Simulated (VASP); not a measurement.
# SiNi (Pmmn) in VASP: further runs, part 2 of 2

VASP 6.6.1. Earlier steps stand in the parts before.

### 3 Single point, PBE

INCAR

```
PREC = Accurate ; ENCUT = 590
EDIFF = 1E-6 ; ISMEAR = 0
SIGMA = 0.05 ; LREAL = False
LASPH = True ; NELM = 120
ALGO = Normal ; ISIF = 2
LWAVE = False ; LCHARG = True
GGA = PE ; LELF = True
LVHAR = True ; NBANDS = 30
GGA_COMPAT = False
```

KPOINTS

```
regular mesh
0
Gamma
  9 9 6
```

POSCAR

```
SiNi
1.0
    3.0266200000      0.0000000000      0.0000000000
    0.0000000000      3.2735000000      0.0000000000
    0.0000000000      0.0000000000      4.6977600000
Ni Si
2 2
Direct
    0.5000000000      0.5000000000      0.3442200000
    0.0000000000      0.0000000000      0.6557800000
    0.5000000000      0.5000000000      0.8423000000
    0.0000000000      0.0000000000      0.1577000000
```

Potentials or basis: VASP PAW PBE potentials, release 64 (Ni_sv_GW, Si).

The run is started by

```bash
$ cat potpaw_PBE.64/Ni_sv_GW/POTCAR potpaw_PBE.64/Si/POTCAR > POTCAR
$ mpirun -np 1 vasp_std > vasp.out
```

OUTCAR:

```text
PREC = Accurate
   ENCUT = 590
   EDIFF = 1E-6
   ISMEAR = 0
   LREAL = False
   LASPH = True
   NELM = 120
   ISIF = 2
   GGA = PE

 ion  position               nearest neighbor table
   1  0.500  0.500  0.344-   3 2.34   3 2.36   4 2.40   4 2.40   4 2.40   4 2.40
   2  0.000  0.000  0.656-   4 2.34   4 2.36   3 2.40   3 2.40   3 2.40   3 2.40
   3  0.500  0.500  0.842-   1 2.34   1 2.36   2 2.40   2 2.40   2 2.40   2 2.40   4 2.68   4 2.68
                             4 2.68   4 2.68
   4  0.000  0.000  0.158-   2 2.34   2 2.36   1 2.40   1 2.40   1 2.40   1 2.40   3 2.68   3 2.68
                             3 2.68   3 2.68

  LATTYP: Found a simple orthorhombic cell.
 ALAT       =     3.0266200000
 B/A-ratio  =     1.0815695396
 C/A-ratio  =     1.5521472798

  Lattice vectors:

 A1 = (   3.0266200000,   0.0000000000,   0.0000000000)
 A2 = (   0.0000000000,   3.2735000000,   0.0000000000)
 A3 = (   0.0000000000,   0.0000000000,   4.6977600000)

Analysis of symmetry for initial positions (statically):
=====================================================================
 Subroutine PRICEL returns:
 Original cell was already a primitive cell.

 Routine SETGRP: Setting up the symmetry group for a
 simple orthorhombic supercell.

 Subroutine GETGRP returns: Found  8 space group operations
 (whereof  4 operations were pure point group operations)
 out of a pool of  8 trial point group operations.

The static configuration has the point symmetry C_2v.
 The point group associated with its full space group is D_2h.

Analysis of symmetry for dynamics (positions and initial velocities):
=====================================================================
 Subroutine PRICEL returns:
 Original cell was already a primitive cell.

 Routine SETGRP: Setting up the symmetry group for a
 simple orthorhombic supercell.

 Subroutine GETGRP returns: Found  8 space group operations
 (whereof  4 operations were pure point group operations)
 out of a pool of  8 trial point group operations.

The dynamic configuration has the point symmetry C_2v.
 The point group associated with its full space group is D_2h.

 Subroutine INISYM returns: Found  8 space group operations
 (whereof  4 operations are pure point group operations),
 and found     1 'primitive' translations

----------------------------------------------------------------------------------------

                                     Primitive cell

  volume of cell :      46.5437

  direct lattice vectors                    reciprocal lattice vectors
     3.026620000  0.000000000  0.000000000     0.330401570  0.000000000  0.000000000
     0.000000000  3.273500000  0.000000000     0.000000000  0.305483428  0.000000000
     0.000000000  0.000000000  4.697760000     0.000000000  0.000000000  0.212867409

  length of vectors
     3.026620000  3.273500000  4.697760000     0.330401570  0.305483428  0.212867409

  position of ions in fractional coordinates (direct lattice)
     0.500000000  0.500000000  0.344220000
     0.000000000  0.000000000  0.655780000
     0.500000000  0.500000000  0.842300000
     0.000000000  0.000000000  0.157700000

  ion indices of the primitive-cell ions
   primitive index   ion index
                 1           1
                 2           2
                 3           3
                 4           4

[... 28 lines left out ...]
  0.000000  0.000000  0.000000      1.000000
  0.111111  0.000000  0.000000      2.000000
  0.222222  0.000000  0.000000      2.000000
  0.333333  0.000000  0.000000      2.000000
  0.444444  0.000000  0.000000      2.000000
  0.000000  0.111111  0.000000      2.000000
[... 16 lines left out ...]
  0.222222  0.444444  0.000000      4.000000
  0.333333  0.444444  0.000000      4.000000
 [... further k-points ...]
   k-points           NKPTS =    100   k-points in BZ     NKDIM =    100   number of bands    NBANDS=     30
   number of dos      NEDOS =    301   number of ions     NIONS =      4
   total plane-waves  NPLWV =  26880
   dimension x,y,z NGX =    24 NGY =   28 NGZ =   40
   dimension x,y,z NGXF=    48 NGYF=   56 NGZF=   80
   ions per type =               2   2
   NGX,Y,Z   is equivalent  to a cutoff of  13.18, 14.22, 14.16 a.u.
   NGXF,Y,Z  is equivalent  to a cutoff of  26.37, 28.44, 28.31 a.u.
 SYSTEM =  unknown system
   PREC   = accura    normal or accurate (medium, high low for compatibility)
   ISTART =      0    job   : 0-new  1-cont  2-samecut
   ICHARG =      2    charge: 1-file 2-atom 10-const
   ISPIN  =      1    spin polarized calculation?
   LNONCOLLINEAR =      F non collinear calculations
   LSORBIT =      F    spin-orbit coupling
   LASPH  =      T    aspherical Exc in radial PAW
   ENCUT  =  590.0 eV  43.36 Ry    6.59 a.u.   5.99  6.48  9.30*2*pi/ulx,y,z
   NELM   =    120;   NELMIN=  2; NELMDL= -5     # of ELM steps
   EDIFF  = 0.1E-05   stopping-criterion for ELM
   LREAL  =      F    real-space projection
   EDIFFG = 0.1E-04   stopping-criterion for IOM
   NSW    =      0    number of steps for IOM
   IBRION =     -1    ionic relax: 0-MD 1-quasi-New 2-CG
   NFREE  =      0    steps in history (QN), initial steepest desc. (CG)
   ISIF   =      2    stress and relaxation
   ISYM   =      2    0-nonsym 1-usesym 2-fastsym
   POTIM  = 0.5000    time-step for ionic-motion
   TEBEG  =    0.0;   TEEND  =   0.0 temperature during run
   PSTRESS=    0.0 pullay stress
   NELECT =      44.0000    total number of electrons
   NUPDOWN=      -1.0000    fix difference up-down
   EMIN   =  10.00;   EMAX   =-10.00  energy-range for DOS
   EFERMI =   0.00;   METHOD = LEGACY
   ISMEAR =     0;   SIGMA  =   0.05  broadening in eV -4-tet -1-fermi 0-gaus
   EFERMI_NEDOS =   21; number of points for ismear=-14 and -15
   IALGO  =     38    algorithm
   IMIX   =      4    mixing-type and parameters
     AMIX     =   0.40;   BMIX     =  1.00
     AMIX_MAG =   1.60;   BMIX_MAG =  1.00
  volume/ion in A,a.u.               =      11.64        78.52
  Fermi-wavevector in a.u.,A,eV,Ry     =   1.606714  3.036250 35.123866  2.581531
  Thomas-Fermi vector in A             =   2.702858
   LORBIT       =      0    0 simple, 1 ext, 2 COOP (PROOUT), +10 PAW based schemes
   GGA     = PE    functional components
   LHFCALC =     F    Hartree Fock is set to
   AEXX    =    0.0000 exact exchange contribution
   IVDW    =     0    specifies the selected vdW correction
   LEPSILON=     F    determine dielectric tensor
   LRPA    =     F    only Hartree local field effects (RPA)
 non-spin polarized calculation
 Gauss-broadening in eV      SIGMA  =   0.05
  energy-cutoff  :      590.00
  volume of cell :       46.54
 maximum number of plane-waves:      1540
 NGX is ok and might be reduce to    24
   NGX = 11   NGY = 13   NGZ = 19

 number of electron      43.9999984 magnetization

 Free energy of the ion-electron system (eV)
  ---------------------------------------------------
  ext. energy  EPLUGINS =         0.00000000
  ---------------------------------------------------
  free energy    TOTEN  =       -25.49047506 eV

  energy without entropy =      -25.48831682  energy(sigma->0) =      -25.48939594

 E-fermi :  10.5804     XC(G=0): -12.7434

 val. band max:       10.5798634493   @ k =   0.4444   0.4444   0.3333
 cond. band min:      10.5906075459   @ k =   0.1111   0.0000   0.1667
 fundamental gap:      0.0107440966
 Fermi energy:        10.5803935334

 k-point     1 :       0.0000    0.0000    0.0000
  band No.  band energies     occupation
      1     -93.3859      2.00000
      2     -93.3769      2.00000
      3     -53.9145      2.00000
      4     -53.8889      2.00000
      5     -53.7850      2.00000
      6     -53.7499      2.00000
[... 781 lines left out ...]
     29      16.6386      0.00000
     30      17.4189      0.00000

 [... further k-points ...]

------------------------ aborting loop because EDIFF is reached ----------------------------------------

  FORCE on cell =-STRESS in cart. coord.  units (eV):
  Direction    XX          YY          ZZ          XY          YZ          ZX
  --------------------------------------------------------------------------------------
  -------------------------------------------------------------------------------------
  Total       -0.4900586     -0.0335633     -0.3774714      0.0000000      0.0000000      0.0000000
  in kB      -16.8693180     -1.1553532    -12.9937227      0.0000000      0.0000000      0.0000000
  external PRESSURE =     -10.3394646 kB  Pullay stress =       0.0000000 kB

 VOLUME and BASIS-vectors are now :
 -----------------------------------------------------------------------------
  energy-cutoff  :      590.00
  volume of cell :       46.54
      direct lattice vectors                 reciprocal lattice vectors
     3.026620000  0.000000000  0.000000000     0.330401570  0.000000000  0.000000000
     0.000000000  3.273500000  0.000000000     0.000000000  0.305483428  0.000000000
     0.000000000  0.000000000  4.697760000     0.000000000  0.000000000  0.212867409

 POSITION                                       TOTAL-FORCE (eV/Angst)
 -----------------------------------------------------------------------------------
      1.51331      1.63675      1.61706         0.000000      0.000000     -0.123224
      0.00000      0.00000      3.08070         0.000000      0.000000      0.123224
      1.51331      1.63675      3.95692         0.000000      0.000000      0.098178
      0.00000      0.00000      0.74084         0.000000      0.000000     -0.098178
 -----------------------------------------------------------------------------------
    total drift:                                0.000000      0.000000     -0.000000

  FREE ENERGIE OF THE ION-ELECTRON SYSTEM (eV)
  ---------------------------------------------------
  free  energy   TOTEN  =       -25.4904750634 eV

  energy  without entropy=      -25.4883168227  energy(sigma->0) =      -25.48939594
```

OSZICAR:

```text
N       E                     dE             d eps       ncg     rms          rms(c)
DAV:   1     0.647572365267E+03    0.64757E+03   -0.26989E+04  9882   0.464E+03
DAV:   2     0.237500800058E+02   -0.62382E+03   -0.59806E+03 11024   0.141E+03
DAV:   3    -0.356656390507E+02   -0.59416E+02   -0.58220E+02 11972   0.452E+02
DAV:   4    -0.378627041930E+02   -0.21971E+01   -0.21918E+01 11426   0.645E+01
DAV:   5    -0.379339571538E+02   -0.71253E-01   -0.71218E-01 10856   0.973E+00    0.351E+01
DAV:   6    -0.608297519192E+02   -0.22896E+02   -0.27575E+02 10078   0.984E+02    0.440E+01
DAV:   7    -0.259618018432E+02    0.34868E+02   -0.10057E+02  9496   0.593E+02    0.995E+00
DAV:   8    -0.255253062357E+02    0.43650E+00   -0.60627E+00 11968   0.819E+01    0.282E+00
DAV:   9    -0.254957428615E+02    0.29563E-01   -0.20251E-01 11920   0.891E+00    0.110E+00
DAV:  10    -0.254912995792E+02    0.44433E-02   -0.12788E-02 11700   0.303E+00    0.474E-01
DAV:  11    -0.254904784420E+02    0.82114E-03   -0.31006E-03 11832   0.270E+00    0.180E-01
DAV:  12    -0.254904873015E+02   -0.88596E-05   -0.17341E-04 10548   0.203E-01    0.106E-01
DAV:  13    -0.254904760594E+02    0.11242E-04   -0.36482E-05  9864   0.341E-01    0.135E-02
DAV:  14    -0.254904750634E+02    0.99605E-06   -0.18679E-06  4906   0.722E-02
   1 F= -.25490475E+02 E0= -.25489396E+02  d E =-.215824E-02
```

stdout:

```text
POSCAR found type information on POSCAR NiSi
 POSCAR found :  2 types and       4 ions
 scaLAPACK will be used
 LDA part: xc-table for (Slater+PW92), standard interpolation
 POSCAR, INCAR and KPOINTS ok, starting setup
 FFT: planning ... GRIDC
 FFT: planning ... GRID_SOFT
 FFT: planning ... GRID
 WAVECAR not read
 entering main loop
```

It took 72 s on 1 thread of Intel Xeon 6975P-C (Granite Rapids), shared host; peak memory 0.3 GiB.

What came out:

* Free energy: -25.4905 eV
* Pressure: -1.0 GPa
* Largest force: 0.123 eV/Å
* Band gap on the k mesh: zero (band 22 reaches 12.44 eV, above the bottom of band 23 at 10.20 eV)

Forces on the atoms (eV/Å):
```
Ni   0.000  0.000 -0.123
Ni   0.000  0.000  0.123
Si   0.000  0.000  0.098
Si   0.000  0.000 -0.098
```
